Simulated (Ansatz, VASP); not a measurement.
# TaN in VASP and in Ansatz

```
Ta N
1.0
     5.20249    0.00000    0.00000
    -2.60124    4.50548    0.00000
     0.00000    0.00000    2.90753
Ta N
3 3
Direct
  0.33333 0.66667 0.50000
  0.66667 0.33333 0.50000
  0.00000 0.00000 0.00000
  0.39240 0.00000 0.00000
  0.60760 0.60760 0.00000
  0.00000 0.39240 0.00000
```

Alike in both runs: task single point; functional r2SCAN; k mesh 8 × 8 × 12; occupations fermi-dirac, width 0.1 eV; no spin polarisation.

|  | VASP | Ansatz |
| --- | --- | --- |
| version | VASP 6.6.1 | Ansatz 0.2.0 |
| potentials or method | VASP PAW PBE potentials, release 64 (Ta_pv, N), cutoff 520 eV | PAW plane waves |
| valence electrons in the cell | 48 | 54 |

Ansatz gave:

- pressure (GPa): 0.0
- traceless stress, the component that is largest in VASP (GPa): 0.48

Problem. Which values does VASP return?

Solution. Pressure (GPa): 1.6; traceless stress, the component that is largest in VASP (GPa): 0.36.

VASP's potentials were made for PBE, not for r2SCAN. VASP's potentials hold 48 valence electrons a cell and Ansatz's 54, so a difference there can come from the potentials and not from the codes.

Neither program's run includes spin-orbit coupling.
